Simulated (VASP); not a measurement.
Here is a VASP 6.6.1 calculation.

File INCAR:

```
SYSTEM = MoS2
  PREC = Accurate
  ENCUT = 520
  EDIFF = 1E-7
  ISMEAR = 0
  SIGMA = 0.05
  LREAL = .False.
  LASPH = .True.
  NELM = 100
  ALGO = Normal
  ISIF = 2
  LWAVE = .False.
  LCHARG = .False.
  GGA = PE
  IVDW = 12
  NBANDS = 35
```

Contents of KPOINTS:

```
regular mesh
0
Gamma
  12 12 4
  0 0 0
```

The input POSCAR:

```
MoS2
1.0
    3.1493579417      0.0000000000      0.0000000000
   -1.5746789709      2.7274239831      0.0000000000
    0.0000000000      0.0000000000     12.0917670417
Mo S
2 4
Direct
    0.3333333333      0.6666666667      0.2500000000
    0.6666666667      0.3333333333      0.7500000000
    0.3266787024      0.6533574048      0.6254588542
    0.6600120357      0.3200240715      0.1254588542
    0.3399879643      0.6799759285      0.8745411458
    0.6733212976      0.3466425952      0.3745411458
```

Potentials or basis: VASP PAW PBE potentials, release 64 (Mo_sv, S).

Command:

```console
$ cat potpaw_PBE.64/Mo_sv/POTCAR potpaw_PBE.64/S/POTCAR > POTCAR
$ mpirun -np 1 vasp_std > vasp.out
```

(1) Predict the largest force.

(2) Predict the dispersion energy per atom.

## Answers

(1) 1.343 eV/Å.

(2) -0.437 eV.

Caveat: the cell differs from its parent crystal (atoms displaced along a vibrational mode); forces of over 1 eV/Å act on the atoms, so gaps and moduli don't describe the material at rest.
